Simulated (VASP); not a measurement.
# BiTe (Immm) in VASP: notebook

BiTe is run at these levels: PBEsol; tasks: single point.

All numbers are computed with VASP 6.6.1; they aren't measurements. Logs are shortened: lines on timing, memory, paths and dates and some standing lists are left out, and cuts for length are marked.

## (1) The cell of the first run

It takes space group Immm (No. 71, orthorhombic). The conventional cell has a = 4.529 Å, b = 4.621 Å, c = 6.470 Å, α = 90.00°, β = 90.00°, γ = 90.00°. Bi (site symmetry mmm) has 6 Te at 3.23 to 3.24 Å within 4.3 Å. Te (site symmetry mmm) has 6 Bi at 3.23 to 3.24 Å within 4.3 Å.

## (2) Single point, PBEsol (strain -0.0200 x Voigt [0, 0, 0, 1, 0, 0])

Contents of INCAR:

```
  ALGO = Normal
  EDIFF = 1E-6
  ENCUT = 500
  GGA = PS
  GGA_COMPAT = F
  ISIF = 2
  ISMEAR = 0
  LASPH = T
  LCHARG = F
  LREAL = F
  LWAVE = F
  NBANDS = 18
  NELM = 120
  PREC = Accurate
  SIGMA = 0.15
```

Contents of KPOINTS:

```
k-points
0
Gamma
  14 14 14
```

Contents of POSCAR:

```
BiTe
1.0
    0.0000000000      3.2026500000      3.2026500000
    3.2350000000     -0.0323500000      3.2350000000
    3.2350000000      3.2350000000     -0.0323500000
Bi Te
1 1
Direct
    0.0000000000      0.0000000000      0.0000000000
    0.5000000000      0.5000000000      0.5000000000
```

Potentials or basis: VASP PAW PBE potentials, release 64 (Bi_d, Te).

Launch:

```
$ cat potpaw_PBE.64/Bi_d/POTCAR potpaw_PBE.64/Te/POTCAR > POTCAR
$ mpirun -np 1 vasp_std > vasp.out
```

OUTCAR:

```text
EDIFF = 1E-6
   ENCUT = 500
   GGA = PS
   ISIF = 2
   ISMEAR = 0
   LASPH = T
   LREAL = F
   NELM = 120
   PREC = Accurate

 ion  position               nearest neighbor table
   1  0.000  0.000  0.000-   2 3.23   2 3.23   2 3.24   2 3.24   2 3.24   2 3.24
   2  0.500  0.500  0.500-   1 3.23   1 3.23   1 3.24   1 3.24   1 3.24   1 3.24

  LATTYP: Found a body centered orthorhombic cell.
 ALAT       =     4.5292310655
 B/A-ratio  =     1.0202020202
 C/A-ratio  =     1.4284985479

  Lattice vectors:

 A1 = (  -3.2350000000,   0.0323500000,  -3.2350000000)
 A2 = (  -3.2350000000,  -0.0323500000,   3.2350000000)
 A3 = (   3.2350000000,   3.2350000000,  -0.0323500000)

Analysis of symmetry for initial positions (statically):
=====================================================================
 Subroutine PRICEL returns:
 Original cell was already a primitive cell.

 Routine SETGRP: Setting up the symmetry group for a
 body centered orthorhombic supercell.

 Subroutine GETGRP returns: Found  8 space group operations
 (whereof  8 operations were pure point group operations)
 out of a pool of  8 trial point group operations.

The static configuration has the point symmetry D_2h.

Analysis of symmetry for dynamics (positions and initial velocities):
=====================================================================
 Subroutine PRICEL returns:
 Original cell was already a primitive cell.

 Routine SETGRP: Setting up the symmetry group for a
 body centered orthorhombic supercell.

 Subroutine GETGRP returns: Found  8 space group operations
 (whereof  8 operations were pure point group operations)
 out of a pool of  8 trial point group operations.

The dynamic configuration has the point symmetry D_2h.

 Subroutine INISYM returns: Found  8 space group operations
 (whereof  8 operations are pure point group operations),
 and found     1 'primitive' translations

----------------------------------------------------------------------------------------

                                     Primitive cell

  volume of cell :      67.7032

  direct lattice vectors                    reciprocal lattice vectors
     0.000000000  3.202650000  3.202650000    -0.154559505  0.156120713  0.156120713
     3.235000000 -0.032350000  3.235000000     0.154559505 -0.153029213  0.153029213
     3.235000000  3.235000000 -0.032350000     0.154559505  0.153029213 -0.153029213

  length of vectors
     4.529231066  4.575095247  4.575095247     0.269510657  0.265940822  0.265940822

  position of ions in fractional coordinates (direct lattice)
     0.000000000  0.000000000  0.000000000
     0.500000000  0.500000000  0.500000000

  ion indices of the primitive-cell ions
   primitive index   ion index
                 1           1
                 2           2

----------------------------------------------------------------------------------------

 KPOINTS: k-points

Automatic generation of k-mesh.
 Grid dimensions read from file:
 generate k-points for:   14   14   14

 Generating k-lattice:

  Cartesian coordinates                     Fractional coordinates (reciprocal lattice)
    -0.011039965  0.011151479  0.011151479     0.071428571 -0.000000000 -0.000000000
     0.011039965 -0.010930658  0.010930658     0.000000000  0.071428571 -0.000000000
     0.011039965  0.010930658 -0.010930658     0.000000000  0.000000000  0.071428571

  Length of vectors
     0.019250761  0.018995773  0.018995773

  Shift w.r.t. Gamma in fractional coordinates (k-lattice)
     0.000000000  0.000000000  0.000000000

 Subroutine IBZKPT returns following result:
 ===========================================

 Found    428 irreducible k-points:

 Following reciprocal coordinates:
            Coordinates               Weight
  0.000000  0.000000  0.000000      1.000000
  0.071429  0.000000  0.000000      4.000000
  0.142857 -0.000000 -0.000000      4.000000
  0.214286  0.000000  0.000000      4.000000
  0.285714 -0.000000 -0.000000      4.000000
  0.357143  0.000000 -0.000000      4.000000
[... 16 lines left out ...]
  0.000000  0.142857  0.000000      4.000000
  0.071429  0.142857  0.000000      8.000000
 [... further k-points ...]
   k-points           NKPTS =    428   k-points in BZ     NKDIM =    428   number of bands    NBANDS=     18
   number of dos      NEDOS =    301   number of ions     NIONS =      2
   total plane-waves  NPLWV =  46656
   dimension x,y,z NGX =    36 NGY =   36 NGZ =   36
   dimension x,y,z NGXF=    72 NGYF=   72 NGZF=   72
   ions per type =               1   1
   NGX,Y,Z   is equivalent  to a cutoff of  13.21, 13.08, 13.08 a.u.
   NGXF,Y,Z  is equivalent  to a cutoff of  26.43, 26.16, 26.16 a.u.
 SYSTEM =  unknown system
   PREC   = accura    normal or accurate (medium, high low for compatibility)
   ISTART =      0    job   : 0-new  1-cont  2-samecut
   ICHARG =      2    charge: 1-file 2-atom 10-const
   ISPIN  =      1    spin polarized calculation?
   LNONCOLLINEAR =      F non collinear calculations
   LSORBIT =      F    spin-orbit coupling
   LASPH  =      T    aspherical Exc in radial PAW
   ENCUT  =  500.0 eV  36.75 Ry    6.06 a.u.   8.26  8.34  8.34*2*pi/ulx,y,z
   NELM   =    120;   NELMIN=  2; NELMDL= -5     # of ELM steps
   EDIFF  = 0.1E-05   stopping-criterion for ELM
   LREAL  =      F    real-space projection
   EDIFFG = 0.1E-04   stopping-criterion for IOM
   NSW    =      0    number of steps for IOM
   IBRION =     -1    ionic relax: 0-MD 1-quasi-New 2-CG
   NFREE  =      0    steps in history (QN), initial steepest desc. (CG)
   ISIF   =      2    stress and relaxation
   ISYM   =      2    0-nonsym 1-usesym 2-fastsym
   POTIM  = 0.5000    time-step for ionic-motion
   TEBEG  =    0.0;   TEEND  =   0.0 temperature during run
   PSTRESS=    0.0 pullay stress
   NELECT =      21.0000    total number of electrons
   NUPDOWN=      -1.0000    fix difference up-down
   EMIN   =  10.00;   EMAX   =-10.00  energy-range for DOS
   EFERMI =   0.00;   METHOD = LEGACY
   ISMEAR =     0;   SIGMA  =   0.15  broadening in eV -4-tet -1-fermi 0-gaus
   EFERMI_NEDOS =   21; number of points for ismear=-14 and -15
   IALGO  =     38    algorithm
   IMIX   =      4    mixing-type and parameters
     AMIX     =   0.40;   BMIX     =  1.00
     AMIX_MAG =   1.60;   BMIX_MAG =  1.00
  volume/ion in A,a.u.               =      33.85       228.44
  Fermi-wavevector in a.u.,A,eV,Ry     =   1.108183  2.094162 16.708899  1.228069
  Thomas-Fermi vector in A             =   2.244707
   LORBIT       =      0    0 simple, 1 ext, 2 COOP (PROOUT), +10 PAW based schemes
   GGA     = PS    functional components
   LHFCALC =     F    Hartree Fock is set to
   AEXX    =    0.0000 exact exchange contribution
   IVDW    =     0    specifies the selected vdW correction
   LEPSILON=     F    determine dielectric tensor
   LRPA    =     F    only Hartree local field effects (RPA)
 non-spin polarized calculation
 Gauss-broadening in eV      SIGMA  =   0.15
  energy-cutoff  :      500.00
  volume of cell :       67.70
 maximum number of plane-waves:      1747
 NGX is ok and might be reduce to    36
   NGX = 17   NGY = 17   NGZ = 17

 number of electron      21.0000001 magnetization

 Free energy of the ion-electron system (eV)
  ---------------------------------------------------
  ext. energy  EPLUGINS =         0.00000000
  ---------------------------------------------------
  free energy    TOTEN  =        -7.98223746 eV

  energy without entropy =       -7.96607242  energy(sigma->0) =       -7.97415494

 E-fermi :   6.4911     XC(G=0):  -9.5941

 val. band max:        6.4905594616   @ k =  -0.1429   0.4286   0.0000
 cond. band min:       6.4944829482   @ k =   0.2857   0.1429   0.1429
 fundamental gap:      0.0039234866
 Fermi energy:         6.4910727236

 k-point     1 :       0.0000    0.0000    0.0000
  band No.  band energies     occupation
      1     -16.5710      2.00000
      2     -16.5709      2.00000
      3     -16.5675      2.00000
      4     -16.5664      2.00000
      5     -16.5653      2.00000
      6      -7.0438      2.00000
[... 10 lines left out ...]
     17      12.4835      0.00000
     18      12.9299      0.00000

 k-point     2 :       0.0714    0.0000    0.0000
  band No.  band energies     occupation
      1     -16.5712      2.00000
      2     -16.5711      2.00000
      3     -16.5672      2.00000
      4     -16.5661      2.00000
      5     -16.5652      2.00000
      6      -6.9977      2.00000
[... 10 lines left out ...]
     17      12.8217      0.00000
     18      13.3474      0.00000

 k-point     3 :       0.1429   -0.0000   -0.0000
  band No.  band energies     occupation
      1     -16.5718      2.00000
      2     -16.5717      2.00000
      3     -16.5663      2.00000
      4     -16.5655      2.00000
      5     -16.5645      2.00000
      6      -6.8598      2.00000
[... 10 lines left out ...]
     17      13.6516      0.00000
     18      14.1415      0.00000

 k-point     4 :       0.2143    0.0000    0.0000
  band No.  band energies     occupation
      1     -16.5727      2.00000
      2     -16.5727      2.00000
      3     -16.5650      2.00000
      4     -16.5649      2.00000
      5     -16.5631      2.00000
      6      -6.6322      2.00000
[... 375 lines left out ...]
      4     -16.5660      2.00000
      5     -16.5646      2.00000
      6      -6.9223      2.00000
[... 10 lines left out ...]
     17      12.9550      0.00000
     18      13.8329      0.00000

 k-point    23 :       0.0000    0.1429    0.0000
  band No.  band energies     occupation
      1     -16.5716      2.00000
      2     -16.5715      2.00000
      3     -16.5669      2.00000
      4     -16.5657      2.00000
      5     -16.5642      2.00000
      6      -6.8633      2.00000
[... 10 lines left out ...]
     17      13.6143      0.00000
     18      14.1201      0.00000

 k-point    24 :       0.0714    0.1429    0.0000
  band No.  band energies     occupation
      1     -16.5722      2.00000
      2     -16.5707      2.00000
      3     -16.5672      2.00000
      4     -16.5653      2.00000
      5     -16.5645      2.00000
      6      -6.8786      2.00000
[... 10 lines left out ...]
     17      13.0916      0.00000
     18      13.5132      0.00000

 [... further k-points ...]
[... 5 lines left out ...]
  --------------------------------------------------------------------------------------
  -------------------------------------------------------------------------------------
  Total       -0.7352290     -0.7292495     -0.7292495      0.0000000      0.0049479      0.0000000
  in kB      -17.3989806    -17.2574773    -17.2574773      0.0000000      0.1170911      0.0000000
  external PRESSURE =     -17.3046451 kB  Pullay stress =       0.0000000 kB

 VOLUME and BASIS-vectors are now :
 -----------------------------------------------------------------------------
  energy-cutoff  :      500.00
  volume of cell :       67.70
      direct lattice vectors                 reciprocal lattice vectors
     0.000000000  3.202650000  3.202650000    -0.154559505  0.156120713  0.156120713
     3.235000000 -0.032350000  3.235000000     0.154559505 -0.153029213  0.153029213
     3.235000000  3.235000000 -0.032350000     0.154559505  0.153029213 -0.153029213

 POSITION                                       TOTAL-FORCE (eV/Angst)
 -----------------------------------------------------------------------------------
      0.00000      0.00000      0.00000         0.000000     -0.000000      0.000000
      3.23500      3.20265      3.20265         0.000000      0.000000     -0.000000
 -----------------------------------------------------------------------------------
    total drift:                               -0.000000      0.000000      0.000000

  FREE ENERGIE OF THE ION-ELECTRON SYSTEM (eV)
  ---------------------------------------------------
  free  energy   TOTEN  =        -7.9822374621 eV

  energy  without entropy=       -7.9660724247  energy(sigma->0) =       -7.97415494
```

It took 2.4 min on 1 thread of Intel Xeon 6975P-C (Granite Rapids), shared host; peak memory 0.59 GiB.

What came out:

```
Free energy            : -7.9822 eV
Pressure               : -1.7 GPa
Band gap on the k mesh : zero (an odd number of electrons rules out a gap without spin polarisation)
```

Levels at points of the mesh, in eV from the Fermi level:
| k point | band 8 | band 9 | band 10 | band 11 | band 12 | band 13 |
| --- | --- | --- | --- | --- | --- | --- |
| (0.00, 0.00, 0.00) | -2.62 | -2.53 | -2.44 | 2.12 | 2.15 | 2.19 |
| (0.50, 0.00, 0.00) | -1.95 | -1.92 | -1.64 | -0.92 | -0.70 | -0.64 |
| (0.00, 0.50, 0.00) | -1.90 | -1.85 | -1.57 | -0.83 | -0.61 | -0.56 |
| (0.50, 0.50, 0.00) | -5.67 | -4.01 | -4.01 | 2.17 | 3.58 | 3.59 |
| (0.00, 0.50, 0.50) | -5.67 | -4.11 | -3.91 | 2.18 | 3.55 | 3.63 |

Caveat: the cell differs from its parent crystal (strain -0.0200 x Voigt [0, 0, 0, 1, 0, 0]); the PAW data sets were made with another functional, which shifts forces and pressure a little; spin-orbit coupling is left out, which moves the levels of the heavy elements.

## (3) Single point, PBEsol (strain +0.0150 x Voigt [0, 0, 0, 1, 0, 0])

Contents of INCAR:

```
PREC = Accurate
ENCUT = 500
EDIFF = 1E-6
ISMEAR = 0
SIGMA = 0.15
LREAL = False
LASPH = True
NELM = 120
ALGO = Normal
ISIF = 2
LWAVE = False
LCHARG = False
GGA = PS
NBANDS = 18
GGA_COMPAT = False
```

Contents of KPOINTS:

```
regular mesh
0
Gamma
  14 14 14
```

Contents of POSCAR:

```
BiTe
1.0
    0.0000000000      3.2592625000      3.2592625000
    3.2350000000      0.0242625000      3.2350000000
    3.2350000000      3.2350000000      0.0242625000
Bi Te
1 1
Direct
    0.0000000000      0.0000000000      0.0000000000
    0.5000000000      0.5000000000      0.5000000000
```

Potentials or basis: VASP PAW PBE potentials, release 64 (Bi_d, Te).

Launch:

```
$ cat potpaw_PBE.64/Bi_d/POTCAR potpaw_PBE.64/Te/POTCAR > POTCAR
$ mpirun -np 1 vasp_std > vasp.out
```

It took 2.4 min on 1 thread of Intel Xeon 6975P-C (Granite Rapids), shared host; peak memory 0.59 GiB.

Results (log left out):

- Free energy: -7.9822 eV
- Pressure: -1.7 GPa
- Band gap on the k mesh: zero (an odd number of electrons rules out a gap without spin polarisation)

Levels at points of the mesh, in eV from the Fermi level:
```csv
k point,band 8,band 9,band 10,band 11,band 12,band 13
"(0.00, 0.00, 0.00)",-2.60,-2.53,-2.46,2.12,2.15,2.18
"(0.50, 0.00, 0.00)",-1.90,-1.86,-1.58,-0.83,-0.62,-0.58
"(0.00, 0.50, 0.00)",-1.94,-1.91,-1.64,-0.90,-0.68,-0.64
"(0.50, 0.50, 0.00)",-5.67,-4.01,-4.01,2.17,3.58,3.59
"(0.00, 0.50, 0.50)",-5.68,-4.08,-3.94,2.17,3.56,3.62
```

Caveat: the cell differs from its parent crystal (strain +0.0150 x Voigt [0, 0, 0, 1, 0, 0]); the PAW data sets were made with another functional, which shifts forces and pressure a little; spin-orbit coupling is left out, which moves the levels of the heavy elements.
